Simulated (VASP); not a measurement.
# Al (Fm-3m) in VASP: a series of runs

Al is run at these levels: LDA; tasks: single point.

Everything below comes from runs of VASP 6.6.1. Logs are shortened: lines on timing, memory, paths and dates and some standing lists are left out, and cuts for length are marked.

## (1) The cell of the first run

The structure is cubic, space group Fm-3m (No. 225). The conventional cell has a = 4.103 Å, b = 4.103 Å, c = 4.103 Å, α = 90.00°, β = 90.00°, γ = 90.00°. Al (site symmetry m-3m) has 12 Al at 2.90 Å within 3.8 Å.

## (2) Single point, LDA

INCAR reads:

```
SYSTEM = Al
  PREC = Accurate
  ENCUT = 520
  EDIFF = 1E-6
  ISMEAR = 0
  SIGMA = 0.1
  LREAL = .FALSE.
  LASPH = .TRUE.
  NELM = 80
  ALGO = Normal
  ISIF = 2
  LWAVE = .FALSE.
  LCHARG = .FALSE.
  GGA = CA
  NBANDS = 8
```

KPOINTS reads:

```
regular mesh
0
G
  12 12 12
  0 0 0
```

POSCAR reads:

```
Al
1.0
    0.0000000000      2.0514502267      2.0514502267
    2.0514502267      0.0000000000      2.0514502267
    2.0514502267      2.0514502267      0.0000000000
Al
1
Direct
    0.0000000000      0.0000000000      0.0000000000
```

Potentials or basis: VASP PAW LDA potentials, release 64 (Al).

The run is started by

```bash
> cat potpaw_LDA.64/Al/POTCAR > POTCAR
> mpirun -np 1 vasp_std > vasp.out
```

OUTCAR:

```text
SYSTEM = Al
   PREC = Accurate
   ENCUT = 520
   EDIFF = 1E-6
   ISMEAR = 0
   LREAL = .FALSE.
   LASPH = .TRUE.
   NELM = 80
   ISIF = 2
   GGA = CA

 ion  position               nearest neighbor table
   1  0.000  0.000  0.000-

  LATTYP: Found a face centered cubic cell.
 ALAT       =     4.1029004534

  Lattice vectors:

 A1 = (   0.0000000000,   2.0514502267,   2.0514502267)
 A2 = (   2.0514502267,   0.0000000000,   2.0514502267)
 A3 = (   2.0514502267,   2.0514502267,   0.0000000000)

Analysis of symmetry for initial positions (statically):
=====================================================================
 Subroutine PRICEL returns:
 Original cell was already a primitive cell.

 Routine SETGRP: Setting up the symmetry group for a
 face centered cubic supercell.

 Subroutine GETGRP returns: Found 48 space group operations
 (whereof 48 operations were pure point group operations)
 out of a pool of 48 trial point group operations.

The static configuration has the point symmetry O_h .

Analysis of symmetry for dynamics (positions and initial velocities):
=====================================================================
 Subroutine PRICEL returns:
 Original cell was already a primitive cell.

 Routine SETGRP: Setting up the symmetry group for a
 face centered cubic supercell.

 Subroutine GETGRP returns: Found 48 space group operations
 (whereof 48 operations were pure point group operations)
 out of a pool of 48 trial point group operations.

The dynamic configuration has the point symmetry O_h .

 Subroutine INISYM returns: Found 48 space group operations
 (whereof 48 operations are pure point group operations),
 and found     1 'primitive' translations

----------------------------------------------------------------------------------------

                                     Primitive cell

  volume of cell :      17.2668

  direct lattice vectors                    reciprocal lattice vectors
     0.000000000  2.051450227  2.051450227    -0.243730018  0.243730018  0.243730018
     2.051450227  0.000000000  2.051450227     0.243730018 -0.243730018  0.243730018
     2.051450227  2.051450227  0.000000000     0.243730018  0.243730018 -0.243730018

  length of vectors
     2.901188733  2.901188733  2.901188733     0.422152774  0.422152774  0.422152774

  position of ions in fractional coordinates (direct lattice)
     0.000000000  0.000000000  0.000000000

  ion indices of the primitive-cell ions
   primitive index   ion index
                 1           1

[... 70 lines left out ...]
   NELM   =     80;   NELMIN=  2; NELMDL= -5     # of ELM steps
   EDIFF  = 0.1E-05   stopping-criterion for ELM
   LREAL  =      F    real-space projection
   EDIFFG = 0.1E-04   stopping-criterion for IOM
   NSW    =      0    number of steps for IOM
   IBRION =     -1    ionic relax: 0-MD 1-quasi-New 2-CG
   NFREE  =      0    steps in history (QN), initial steepest desc. (CG)
   ISIF   =      2    stress and relaxation
   ISYM   =      2    0-nonsym 1-usesym 2-fastsym
   POTIM  = 0.5000    time-step for ionic-motion
   TEBEG  =    0.0;   TEEND  =   0.0 temperature during run
   PSTRESS=    0.0 pullay stress
   NELECT =       3.0000    total number of electrons
   NUPDOWN=      -1.0000    fix difference up-down
   EMIN   =  10.00;   EMAX   =-10.00  energy-range for DOS
   EFERMI =   0.00;   METHOD = LEGACY
   ISMEAR =     0;   SIGMA  =   0.10  broadening in eV -4-tet -1-fermi 0-gaus
   EFERMI_NEDOS =   21; number of points for ismear=-14 and -15
   IALGO  =     38    algorithm
   IMIX   =      4    mixing-type and parameters
     AMIX     =   0.40;   BMIX     =  1.00
     AMIX_MAG =   1.60;   BMIX_MAG =  1.00
  volume/ion in A,a.u.               =      17.27       116.52
  Fermi-wavevector in a.u.,A,eV,Ry     =   0.913505  1.726274 11.353945  0.834491
  Thomas-Fermi vector in A             =   2.038024
   LORBIT       =      0    0 simple, 1 ext, 2 COOP (PROOUT), +10 PAW based schemes
   GGA     = CA    functional components
   LHFCALC =     F    Hartree Fock is set to
   AEXX    =    0.0000 exact exchange contribution
   IVDW    =     0    specifies the selected vdW correction
   LEPSILON=     F    determine dielectric tensor
   LRPA    =     F    only Hartree local field effects (RPA)
 non-spin polarized calculation
 Gauss-broadening in eV      SIGMA  =   0.10
  energy-cutoff  :      520.00
  volume of cell :       17.27
 maximum number of plane-waves:       487
 NGX is ok and might be reduce to    24
   NGX = 11   NGY = 11   NGZ = 11

 number of electron       3.0000000 magnetization

 Free energy of the ion-electron system (eV)
  ---------------------------------------------------
  ext. energy  EPLUGINS =         0.00000000
  ---------------------------------------------------
  free energy    TOTEN  =        -4.17130249 eV

  energy without entropy =       -4.16957263  energy(sigma->0) =       -4.17043756

 E-fermi :   7.1972     XC(G=0): -10.1766

 val. band max:        7.1002603198   @ k =   0.5000   0.2500   0.0833
 cond. band min:       7.2665030780   @ k =  -0.4167   0.4167   0.0833
 fundamental gap:      0.1662427582
 Fermi energy:         7.1971866013

 k-point     1 :       0.0000    0.0000    0.0000
  band No.  band energies     occupation
      1      -3.4628      2.00000
      2      19.6572      0.00000
      3      19.6572      0.00000
      4      19.6572      0.00000
      5      20.6372      0.00000
      6      20.6372      0.00000
      7      20.6372      0.00000
      8      23.6161      0.00000
[... 243 lines left out ...]
 k-point    24 :      -0.4167    0.1667    0.0000
  band No.  band energies     occupation
      1       2.9157      2.00000
      2       4.3070      2.00000
      3      12.6039      0.00000
      4      15.7410      0.00000
      5      17.5988      0.00000
      6      22.0782      0.00000
      7      24.6352      0.00000
      8      27.7434      0.00000

 [... further k-points ...]
[... 5 lines left out ...]
  --------------------------------------------------------------------------------------
  -------------------------------------------------------------------------------------
  Total       -0.6509284     -0.6509284     -0.6509284      0.0000000     -0.0000000      0.0000000
  in kB      -60.3991563    -60.3991563    -60.3991563      0.0000000     -0.0000000      0.0000000
  external PRESSURE =     -60.3991563 kB  Pullay stress =       0.0000000 kB

 VOLUME and BASIS-vectors are now :
 -----------------------------------------------------------------------------
  energy-cutoff  :      520.00
  volume of cell :       17.27
      direct lattice vectors                 reciprocal lattice vectors
     0.000000000  2.051450227  2.051450227    -0.243730018  0.243730018  0.243730018
     2.051450227  0.000000000  2.051450227     0.243730018 -0.243730018  0.243730018
     2.051450227  2.051450227  0.000000000     0.243730018  0.243730018 -0.243730018

 POSITION                                       TOTAL-FORCE (eV/Angst)
 -----------------------------------------------------------------------------------
      0.00000      0.00000      0.00000         0.000000      0.000000      0.000000
 -----------------------------------------------------------------------------------
    total drift:                                0.000000     -0.000000     -0.000000

  FREE ENERGIE OF THE ION-ELECTRON SYSTEM (eV)
  ---------------------------------------------------
  free  energy   TOTEN  =        -4.1713024945 eV

  energy  without entropy=       -4.1695726269  energy(sigma->0) =       -4.17043756
```

stdout:

```text
POSCAR found type information on POSCAR Al
 POSCAR found :  1 types and       1 ions
 scaLAPACK will be used
 LDA part: xc-table for (Slater(with rela. corr.)+CA(PZ))
 , standard interpolation
 POSCAR, INCAR and KPOINTS ok, starting setup
 FFT: planning ... GRIDC
 FFT: planning ... GRID_SOFT
 FFT: planning ... GRID
 WAVECAR not read
 entering main loop
```

Wall time 2.6 s (1 thread of Intel Xeon 6975P-C (Granite Rapids), shared host); peak memory 0.12 GiB.

Results:

```
Free energy : -4.1713 eV
Pressure    : -6.0 GPa
```

## (3) Single point, LDA

This run uses another cell than the first one, of 17.93 Å³/atom, 1.038 times its volume.

INCAR reads:

```
ALGO     = Normal         # electronic algorithm
EDIFF    = 1E-6           # SCF threshold, eV
ENCUT    = 520            # plane-wave cutoff, eV
GGA      = CA             # functional
ISIF     = 2              # what is computed and relaxed
ISMEAR   = 0              # smearing method
LASPH    = True           # aspherical terms in the spheres
LCHARG   = False          # write CHGCAR
LREAL    = False          # projectors in reciprocal space
LWAVE    = False          # write WAVECAR
NBANDS   = 8              # bands
NELM     = 100            # most SCF steps
PREC     = Accurate       # precision mode
SIGMA    = 0.1            # smearing width, eV
```

KPOINTS reads:

```
k-points
0
Gamma
  12 12 12
```

POSCAR reads:

```
Al
1.0
    0.0000000000      2.0774207080      2.0774207080
    2.0774207080      0.0000000000      2.0774207080
    2.0774207080      2.0774207080      0.0000000000
Al
1
Direct
    0.0000000000      0.0000000000      0.0000000000
```

Potentials or basis: VASP PAW LDA potentials, release 64 (Al).

The run is started by

```bash
> cat potpaw_LDA.64/Al/POTCAR > POTCAR
> mpirun -np 1 vasp_std > vasp.out
```

It took 2.6 s on 1 thread of Intel Xeon 6975P-C (Granite Rapids), shared host; peak memory 0.12 GiB.

Results (log left out):

```
Free energy : -4.1421 eV
Pressure    : -8.0 GPa
```

Levels at points of the mesh, in eV from the Fermi level:
| k point | band 1 | band 2 | band 3 | band 4 | band 5 |
| --- | --- | --- | --- | --- | --- |
| (0.00, 0.00, 0.00) | -10.40 | 12.27 | 12.27 | 12.27 | 12.98 |
| (0.50, 0.00, 0.00) | -4.15 | -4.09 | 10.53 | 10.53 | 11.21 |
| (0.50, 0.50, 0.00) | -2.56 | -1.49 | 5.30 | 5.30 | 5.42 |
